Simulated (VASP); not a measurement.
# Se (P3_121) in VASP: settings compared

Aim: see how the results for Se move with the level of theory and the settings. Levels: PBE+D4, PBE+D3(BJ), PBE, LDA. Tasks: relaxation of cell and atoms, single point.

Program: VASP 6.6.1. These are calculated values, not measurements. Logs are shortened: lines on timing, memory, paths and dates and some standing lists are left out, and cuts for length are marked.

## 1. The cell of the first run

It takes space group P3_121 (No. 152, trigonal). Conventional cell: a = 4.066 Å, b = 4.066 Å, c = 5.127 Å, α = 90.00°, β = 90.00°, γ = 120.00°. Within 3.2 Å of Se (site symmetry 2) lie 6 Se at 2.44 to 3.20 Å.

## 2. Relaxation of cell and atoms, PBE+D4

INCAR

```
ALGO = Normal
EDIFF = 1E-6
EDIFFG = -0.005
ENCUT = 600
GGA = PE
IBRION = 2
ISIF = 3
ISMEAR = -1
IVDW = 13
LASPH = True
LCHARG = False
LREAL = False
LWAVE = False
NELM = 80
NSW = 80
PREC = Accurate
SIGMA = 0.02
```

KPOINTS

```
k-points
0
Gamma
  6 6 4
```

POSCAR

```
Se
1.0
    4.0662410296      0.0000000000      0.0000000000
   -2.0331205148      3.5214680296      0.0000000000
    0.0000000000      0.0000000000      5.1274763545
Se
3
Direct
    0.2475669228      0.0000000000      0.3333333333
    0.0000000000      0.2475669228      0.6666666667
    0.7524330772      0.7524330772      0.0000000000
```

Potentials or basis: VASP PAW PBE potentials, release 64 (Se).

The run is started by

```sh
$ cat potpaw_PBE.64/Se/POTCAR > POTCAR
$ mpirun -np 1 vasp_std > vasp.out
```

OUTCAR:

```text
EDIFF = 1E-6
   EDIFFG = -0.005
   ENCUT = 600
   GGA = PE
   IBRION = 2
   ISIF = 3
   ISMEAR = -1
   IVDW = 13
   LASPH = True
   LREAL = False
   NELM = 80
   NSW = 80
   PREC = Accurate

 ion  position               nearest neighbor table
   1  0.248  0.000  0.333-   3 2.44   2 2.44
   2  0.000  0.248  0.667-   3 2.44   1 2.44
   3  0.752  0.752  0.000-   1 2.44   2 2.44

  LATTYP: Found a hexagonal cell.
 ALAT       =     4.0662410296
 C/A-ratio  =     1.2609868223

  Lattice vectors:

 A1 = (   4.0662410296,   0.0000000000,   0.0000000000)
 A2 = (  -2.0331205148,   3.5214680296,   0.0000000000)
 A3 = (   0.0000000000,   0.0000000000,   5.1274763545)

Analysis of symmetry for initial positions (statically):
=====================================================================
 Subroutine PRICEL returns:
 Original cell was already a primitive cell.

 Routine SETGRP: Setting up the symmetry group for a
 hexagonal supercell.

 Subroutine GETGRP returns: Found  6 space group operations
 (whereof  2 operations were pure point group operations)
 out of a pool of 24 trial point group operations.

The static configuration has the point symmetry C_2 .
 The point group associated with its full space group is D_3 .

Analysis of symmetry for dynamics (positions and initial velocities):
=====================================================================
 Subroutine PRICEL returns:
 Original cell was already a primitive cell.

 Routine SETGRP: Setting up the symmetry group for a
 hexagonal supercell.

 Subroutine GETGRP returns: Found  6 space group operations
 (whereof  2 operations were pure point group operations)
 out of a pool of 24 trial point group operations.

The dynamic configuration has the point symmetry C_2 .
 The point group associated with its full space group is D_3 .

 Subroutine INISYM returns: Found  6 space group operations
 (whereof  2 operations are pure point group operations),
 and found     1 'primitive' translations

----------------------------------------------------------------------------------------

                                     Primitive cell

  volume of cell :      73.4210

  direct lattice vectors                    reciprocal lattice vectors
     4.066241030  0.000000000  0.000000000     0.245927379  0.141986239  0.000000000
    -2.033120515  3.521468030  0.000000000     0.000000000  0.283972477  0.000000000
     0.000000000  0.000000000  5.127476354     0.000000000  0.000000000  0.195027716

  length of vectors
[... 64 lines left out ...]
  0.333333  0.333333  0.500000      2.000000
   k-points           NKPTS =     24   k-points in BZ     NKDIM =     24   number of bands    NBANDS=     13
   number of dos      NEDOS =    301   number of ions     NIONS =      3
   total plane-waves  NPLWV =  43008
   dimension x,y,z NGX =    32 NGY =   32 NGZ =   42
   dimension x,y,z NGXF=    64 NGYF=   64 NGZF=   84
   ions per type =               3
   NGX,Y,Z   is equivalent  to a cutoff of  13.08, 13.08, 13.62 a.u.
   NGXF,Y,Z  is equivalent  to a cutoff of  26.17, 26.17, 27.23 a.u.
 SYSTEM =  unknown system
   PREC   = accura    normal or accurate (medium, high low for compatibility)
   ISTART =      0    job   : 0-new  1-cont  2-samecut
   ICHARG =      2    charge: 1-file 2-atom 10-const
   ISPIN  =      1    spin polarized calculation?
   LNONCOLLINEAR =      F non collinear calculations
   LSORBIT =      F    spin-orbit coupling
   LASPH  =      T    aspherical Exc in radial PAW
   ENCUT  =  600.0 eV  44.10 Ry    6.64 a.u.   8.12  8.12 10.24*2*pi/ulx,y,z
   NELM   =     80;   NELMIN=  2; NELMDL= -5     # of ELM steps
   EDIFF  = 0.1E-05   stopping-criterion for ELM
   LREAL  =      F    real-space projection
   EDIFFG = -.5E-02   stopping-criterion for IOM
   NSW    =     80    number of steps for IOM
   IBRION =      2    ionic relax: 0-MD 1-quasi-New 2-CG
   NFREE  =      1    steps in history (QN), initial steepest desc. (CG)
   ISIF   =      3    stress and relaxation
   ISYM   =      2    0-nonsym 1-usesym 2-fastsym
   POTIM  = 0.5000    time-step for ionic-motion
   TEBEG  =    0.0;   TEEND  =   0.0 temperature during run
   PSTRESS=    0.0 pullay stress
   NELECT =      18.0000    total number of electrons
   NUPDOWN=      -1.0000    fix difference up-down
   EMIN   =  10.00;   EMAX   =-10.00  energy-range for DOS
   EFERMI =   0.00;   METHOD = LEGACY
   ISMEAR =    -1;   SIGMA  =   0.02  broadening in eV -4-tet -1-fermi 0-gaus
   EFERMI_NEDOS =   21; number of points for ismear=-14 and -15
   IALGO  =     38    algorithm
   IMIX   =      4    mixing-type and parameters
     AMIX     =   0.40;   BMIX     =  1.00
     AMIX_MAG =   1.60;   BMIX_MAG =  1.00
  volume/ion in A,a.u.               =      24.47       165.16
  Fermi-wavevector in a.u.,A,eV,Ry     =   1.024611  1.936233 14.283760  1.049827
  Thomas-Fermi vector in A             =   2.158407
   LORBIT       =      0    0 simple, 1 ext, 2 COOP (PROOUT), +10 PAW based schemes
   GGA     = PE    functional components
   LHFCALC =     F    Hartree Fock is set to
   AEXX    =    0.0000 exact exchange contribution
   IVDW    =    13    specifies the selected vdW correction
   LEPSILON=     F    determine dielectric tensor
   LRPA    =     F    only Hartree local field effects (RPA)
 conjugate gradient relaxation of ions
 non-spin polarized calculation
  energy-cutoff  :      600.00
  volume of cell :       73.42
 maximum number of plane-waves:      2472
   NGX = 17   NGY = 17   NGZ = 21

--------------------------------------- Ionic step        1  -------------------------------------------

 number of electron      18.0000002 magnetization

 Free energy of the ion-electron system (eV)
  ---------------------------------------------------
  ext. energy  EPLUGINS =         0.00000000
  ---------------------------------------------------
  free energy    TOTEN  =       -10.42001714 eV

  energy without entropy =      -10.42001710  energy(sigma->0) =      -10.42001712

------------------------ aborting loop because EDIFF is reached ----------------------------------------

  DFT-D4 for vdW energy calculation

  Edisp (eV):   -1.17942
[... 73 lines left out ...]
--------------------------------------- Ionic step        3  -------------------------------------------

 number of electron      18.0000002 magnetization

 Free energy of the ion-electron system (eV)
  ---------------------------------------------------
  ext. energy  EPLUGINS =         0.00000000
  ---------------------------------------------------
  free energy    TOTEN  =       -10.42052390 eV

  energy without entropy =      -10.42052385  energy(sigma->0) =      -10.42052387

 E-fermi :   3.9488     XC(G=0):  -9.4351

 val. band max:        3.6799958996   @ k =   0.3333   0.3333   0.5000
 cond. band min:       4.2032317182   @ k =   0.3333   0.3333   0.5000
 fundamental gap:      0.5232358186
 Fermi energy:         3.9488276101

 k-point     1 :       0.0000    0.0000    0.0000
  band No.  band energies     occupation
      1     -12.2658      2.00000
      2      -8.2258      2.00000
      3      -8.2258      2.00000
      4       0.0517      2.00000
      5       0.2512      2.00000
      6       0.2512      2.00000
      7       1.8218      2.00000
      8       1.8218      2.00000
      9       3.1570      2.00000
     10       5.1539      0.00000
     11       5.1539      0.00000
     12       5.7448      0.00000
     13      10.0994      0.00000
[... 400 lines left out ...]
  FREE ENERGIE OF THE ION-ELECTRON SYSTEM (eV)
  ---------------------------------------------------
  free  energy   TOTEN  =       -11.5994520163 eV

  energy  without entropy=      -11.5994519694  energy(sigma->0) =      -11.59945199

 reached required accuracy - stopping structural energy minimisation
```

OSZICAR:

```text
N       E                     dE             d eps       ncg     rms          rms(c)
DAV:   1     0.936072667098E+02    0.93607E+02   -0.81444E+03   624   0.131E+03
DAV:   2    -0.381612284432E+01   -0.97423E+02   -0.93634E+02   821   0.184E+02
DAV:   3    -0.104076334429E+02   -0.65915E+01   -0.65336E+01   764   0.559E+01
DAV:   4    -0.104751208528E+02   -0.67487E-01   -0.67352E-01   679   0.653E+00
[... 14 lines left out ...]
   2 F= -.11599447E+02 E0= -.11599447E+02  d E =-.585996E-05
       N       E                     dE             d eps       ncg     rms          rms(c)
DAV:   1    -0.104205253867E+02    0.36238E-03   -0.30299E-04   629   0.111E-01    0.135E-02
DAV:   2    -0.104205244545E+02    0.93213E-06   -0.12883E-05   669   0.248E-02    0.700E-03
DAV:   3    -0.104205238974E+02    0.55714E-06   -0.23487E-06   337   0.941E-03
   3 F= -.11599452E+02 E0= -.11599452E+02  d E =-.105045E-04
```

Run time: 66 s. Hardware: 1 thread of Intel Xeon 8259CL, shared host; peak memory 0.21 GiB.

What came out:

```
Free energy                           : -11.5995 eV
Relaxed volume                        : 24.48 Å³/atom
Relaxed cell                          : a = 4.066 Å, b = 4.066 Å, c = 5.129 Å, α = 90.00°, β = 90.00°, γ = 120.00°
Space group after relaxing (to 0.1 Å) : P3_121 (No. 152)
Energy gained by relaxing             : 0.0 meV/atom
Ionic steps                           : 3
Pressure after relaxing               : 0.0 GPa
Largest force after relaxing          : 0.003 eV/Å
Band gap on the k mesh                : 0.52 eV
Dispersion energy per atom            : -0.393 eV
```

Forces in eV/Å, atoms in the order of the input:
```
Se   0.003  0.000  0.000
Se  -0.002  0.003  0.000
Se  -0.002 -0.003  0.000
```

Final structure:
```yaml
crystal:
  lattice:
    - [4.06642, 0.00000, 0.00000]
    - [-2.03321, 3.52162, 0.00000]
    - [0.00000, 0.00000, 5.12923]
  atoms:
    - { symbol: Se, position: [0.24763, 0.00000, 0.33333] }
    - { symbol: Se, position: [0.00000, 0.24763, 0.66667] }
    - { symbol: Se, position: [0.75237, 0.75237, 0.00000] }
```

## 3. Relaxation of cell and atoms, PBE+D3(BJ)

This run uses another cell than the first one, of 27.26 Å³/atom.

INCAR

```
ALGO = Normal
EDIFF = 1E-7
EDIFFG = -0.005
ENCUT = 600
GGA = PE
IBRION = 2
ISIF = 3
ISMEAR = -1
IVDW = 12
LASPH = T
LCHARG = F
LREAL = F
LWAVE = F
NELM = 100
NSW = 80
PREC = Accurate
SIGMA = 0.02
```

KPOINTS

```
k-points
0
Gamma
  6 6 6
```

POSCAR

```
Se
1.0
    4.3662000000      0.0000000000      0.0000000000
   -2.1831000000      3.7812401180      0.0000000000
    0.0000000000      0.0000000000      4.9536000000
Se
3
Direct
    0.2254000000      0.0000000000      0.3333333333
    0.0000000000      0.2254000000      0.6666666667
    0.7746000000      0.7746000000      0.0000000000
```

Potentials or basis: VASP PAW PBE potentials, release 64 (Se).

The run is started by

```sh
$ cat potpaw_PBE.64/Se/POTCAR > POTCAR
$ mpirun -np 1 vasp_std > vasp.out
```

It took 8.3 min on 1 thread of Intel Xeon 8259CL, shared host; peak memory 0.26 GiB.

The run converged. Its results:

* Free energy: -11.4909 eV
* Relaxed volume: 24.50 Å³/atom
* Relaxed cell: a = 4.067 Å, b = 4.067 Å, c = 5.131 Å, α = 90.00°, β = 90.00°, γ = 120.00°
* Space group after relaxing (to 0.1 Å): P3_121 (No. 152)
* Energy gained by relaxing: 25.0 meV/atom
* Ionic steps: 14
* Pressure after relaxing: 0.0 GPa
* Band gap on the k mesh: 0.52 eV
* Dispersion energy per atom: -0.356 eV

Forces on the atoms (eV/Å):
```
Se   0.002  0.000  0.000
Se  -0.001  0.002  0.000
Se  -0.001 -0.002  0.000
```

The path:
| step | energy change (eV) | largest force (eV/Å) | pressure (GPa) | volume (Å³) |
| --- | --- | --- | --- | --- |
| 1 | 0.0000 | 0.4468 | 0.86 | 81.78 |
| 2 | -0.0110 | 0.0984 | -1.79 | 83.52 |
| 3 | -0.0153 | 0.0797 | -0.91 | 82.90 |
| 4 | -0.0277 | 0.0812 | -0.81 | 81.62 |
| 5 | -0.0576 | 0.1010 | -0.29 | 77.82 |
| 6 | -0.0599 | 0.1822 | 2.08 | 70.41 |
| 7 | -0.0708 | 0.1528 | 0.70 | 74.10 |
| 8 | -0.0731 | 0.0886 | -0.71 | 74.04 |
| 9 | -0.0747 | 0.0026 | -0.16 | 74.07 |
| 10 | -0.0747 | 0.0003 | -0.18 | 74.07 |
| 11 | -0.0750 | 0.0050 | -0.10 | 73.72 |
| 12 | -0.0750 | 0.0076 | -0.06 | 73.52 |
| 13 | -0.0750 | 0.0113 | 0.07 | 73.47 |
| 14 | -0.0750 | 0.0022 | 0.01 | 73.49 |

Final structure:
```cif
data_structure
_symmetry_space_group_name_H-M 'P 1'
_symmetry_Int_Tables_number 1
_cell_length_a 4.0670
_cell_length_b 4.0670
_cell_length_c 5.1308
_cell_angle_alpha 90.000
_cell_angle_beta 90.000
_cell_angle_gamma 120.000
_cell_volume 73.49
loop_
_atom_site_label
_atom_site_type_symbol
_atom_site_fract_x
_atom_site_fract_y
_atom_site_fract_z
_atom_site_occupancy
Se1 Se 0.24772 0.00000 0.33333 1
Se2 Se 0.00000 0.24772 0.66667 1
Se3 Se 0.75228 0.75228 0.00000 1
```

Levels at points of the mesh, in eV from the valence-band top:
```csv
k point,band 5,band 6,band 7,band 8,band 9,band 10,band 11,band 12,band 13
"(0.00, 0.00, 0.00)",-3.43,-3.43,-1.86,-1.86,-0.52,1.47,1.47,2.06,6.42
"(0.50, 0.00, 0.00)",-4.92,-3.76,-3.52,-1.45,-0.96,1.48,1.73,4.26,4.49
"(0.00, 0.00, 0.50)",-3.08,-3.08,-1.37,-1.33,-1.33,0.95,0.97,0.97,5.70
"(0.50, 0.00, 0.50)",-4.34,-4.20,-2.39,-1.91,-0.07,1.33,2.51,2.96,6.05
```

A k mesh can miss the band edges. A hybrid or GW would open this gap; PBE tends to underestimate it.

## 4. Single point, PBE

This run uses another cell than the first one, of 26.81 Å³/atom.

INCAR

```
SYSTEM = Se
ALGO = Normal
EDIFF = 1E-6
ENCUT = 520
GGA = PE
ISIF = 2
ISMEAR = -1
LASPH = .TRUE.
LCHARG = .FALSE.
LREAL = .FALSE.
LWAVE = .FALSE.
NBANDS = 16
NELM = 60
PREC = Accurate
SIGMA = 0.02
```

KPOINTS

```
k-points
0
G
  12 12 6
  0 0 0
```

POSCAR

```
Se
1.0
    4.2926441753      0.0000000000      0.0000000000
   -2.1463220877      3.7175389052      0.0000000000
    0.0000000000      0.0000000000      5.0408601212
Se
3
Direct
    0.2284678487      0.0000000000      0.3333333333
    0.0000000000      0.2284678487      0.6666666667
    0.7715321513      0.7715321513      0.0000000000
```

The run is started by

```sh
$ cat potpaw_PBE.64/Se/POTCAR > POTCAR
$ mpirun -np 1 vasp_std > vasp.out
```

Run time: 1.9 min. Hardware: 1 thread of Intel Xeon 8259CL, shared host; peak memory 0.25 GiB.

The run converged. Its results:

| Property | Result |
| --- | --- |
| Free energy | -10.4785 eV |
| Pressure | 2.4 GPa |
| Largest force | 0.334 eV/Å |
| Band gap on the k mesh | 0.82 eV (least direct gap 0.97 eV) |

Forces in eV/Å, atoms in the order of the input:
```
Se   0.334  0.000  0.000
Se  -0.167  0.289  0.000
Se  -0.167 -0.289  0.000
```

Stress tensor (GPa, compression positive):
```
2.09 0.00 0.00
0.00 2.09 0.00
0.00 0.00 2.95
```

Levels at points of the mesh, in eV from the valence-band top:
```tsv
k point	band 6	band 7	band 8	band 9	band 10	band 11	band 12	band 13
(0.00, 0.00, 0.00)	-3.67	-1.97	-1.97	-0.40	1.76	1.76	2.19	6.27
(0.50, 0.00, 0.00)	-3.45	-3.01	-1.72	-1.01	1.83	2.24	4.13	5.14
(0.00, 0.00, 0.50)	-3.26	-1.48	-1.48	-1.21	1.17	1.22	1.22	6.11
(0.50, 0.00, 0.50)	-4.19	-1.97	-1.49	-0.02	1.49	2.79	2.84	6.20
```

A k mesh can miss the band edges. Expect the measured gap to be larger: semilocal functionals such as PBE lack the derivative discontinuity.

## 5. Single point, LDA

This run uses another cell than the first one, of 26.81 Å³/atom.

INCAR

```
PREC = Accurate
ENCUT = 520
EDIFF = 1E-6
ISMEAR = 0
SIGMA = 0.01
LREAL = False
LASPH = True
NELM = 60
ALGO = Normal
ISIF = 2
LWAVE = False
LCHARG = False
GGA = CA
NBANDS = 16
```

KPOINTS

```
regular mesh
0
Gamma
  12 12 6
```

POSCAR is that of step 4.

Potentials or basis: VASP PAW LDA potentials, release 64 (Se).

The run is started by

```sh
$ cat potpaw_LDA.64/Se/POTCAR > POTCAR
$ mpirun -np 1 vasp_std > vasp.out
```

It took 2 min on 1 thread of Intel Xeon 8259CL, shared host; peak memory 0.23 GiB.

It converged, with:

```yaml
Free_energy: -12.3557 eV
Pressure: -1.7 GPa
Largest_force: 0.186 eV/Å
Band_gap_on_the_k_mesh: 0.72 eV (least direct gap 0.87 eV)
```

Forces in eV/Å, atoms in the order of the input:
```
Se   0.186  0.000  0.000
Se  -0.093  0.161  0.000
Se  -0.093 -0.161  0.000
```

Stress tensor (GPa, compression positive):
```
-1.84  0.00  0.00
 0.00 -1.84  0.00
 0.00  0.00 -1.35
```

Levels at points of the mesh, in eV from the valence-band top:
| k point | band 6 | band 7 | band 8 | band 9 | band 10 | band 11 | band 12 | band 13 |
| --- | --- | --- | --- | --- | --- | --- | --- | --- |
| (0.00, 0.00, 0.00) | -3.70 | -1.96 | -1.96 | -0.38 | 1.68 | 1.68 | 2.12 | 6.00 |
| (0.50, 0.00, 0.00) | -3.47 | -3.05 | -1.73 | -1.01 | 1.74 | 2.15 | 4.08 | 4.96 |
| (0.00, 0.00, 0.50) | -3.27 | -1.49 | -1.49 | -1.19 | 1.10 | 1.10 | 1.11 | 6.01 |
| (0.50, 0.00, 0.50) | -4.22 | -2.01 | -1.50 | -0.02 | 1.42 | 2.72 | 2.78 | 6.03 |

A k mesh can miss the band edges.

## 6. The runs side by side

| task | level | potentials or basis | cell | k mesh | cutoff (eV) | smearing | gap on the mesh (eV) | pressure (GPa) | relaxed volume (Å³/atom) | largest force (eV/Å) |
| --- | --- | --- | --- | --- | --- | --- | --- | --- | --- | --- |
| relaxation of cell and atoms | PBE+D4 | VASP PAW PBE potentials, release 64 (Se) | relaxed from a = 4.066, b = 4.066, c = 5.127 Å, angles 90.0, 90.0, 120.0°, 3 atoms, atomic positions A | 6 × 6 × 4 | 600 | fermi-dirac 0.02 eV | 0.52 | 0.0 | 24.48 | - |
| relaxation of cell and atoms | PBE+D3(BJ) | VASP PAW PBE potentials, release 64 (Se) | relaxed from a = 4.366, b = 4.366, c = 4.954 Å, angles 90.0, 90.0, 120.0°, 3 atoms, atomic positions B | 6 × 6 × 6 | 600 | fermi-dirac 0.02 eV | 0.52 | 0.0 | 24.50 | - |
| single point | PBE | VASP PAW PBE potentials, release 64 (Se) | a = 4.293, b = 4.293, c = 5.041 Å, angles 90.0, 90.0, 120.0°, 3 atoms, atomic positions C | 12 × 12 × 6 | 520 | fermi-dirac 0.02 eV | 0.82 | 2.4 | - | 0.33 |
| single point | LDA | VASP PAW LDA potentials, release 64 (Se) | a = 4.293, b = 4.293, c = 5.041 Å, angles 90.0, 90.0, 120.0°, 3 atoms, atomic positions C | 12 × 12 × 6 | 520 | gaussian 0.01 eV | 0.72 | -1.7 | - | 0.19 |

Alike in all rows: no spin polarisation.

Total energies depend on the potentials used, so only differences within one code and one set of settings carry meaning.
